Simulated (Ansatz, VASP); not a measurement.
**One calculation of Sb, two programs**

```
CELL_PARAMETERS angstrom
3.13334 0.00000 0.00000
0.00000 3.13334 0.00000
0.00000 0.00000 31.36000
ATOMIC_POSITIONS crystal
Sb 0.00000 0.00000 0.24201
Sb 0.00000 0.00000 0.33197
```

Alike in both runs: task single point; functional PBE; k mesh 9 × 9 × 1; occupations fermi-dirac, width 0.05 eV; no spin polarisation.

|  | VASP | Ansatz |
| --- | --- | --- |
| version | VASP 6.6.1 | Ansatz 0.2.0 |
| potentials or method | VASP PAW PBE potentials, release 64 (Sb), cutoff 520 eV | all-electron LAPW, scalar-relativistic |

```csv
,VASP,Ansatz,Ansatz less VASP
gap on the k mesh at the Fermi level (eV),none,none,-
rms of the force components (eV/Å),0.031,0.014,-0.0162
```

Atom by atom the forces differ by 0.016 eV/Å (rms over components). A gap of «none» marks a metal or a gap that the smearing closes. Ansatz ran all-electron here, and VASP with PAW potentials.

Spin-orbit coupling is off throughout.
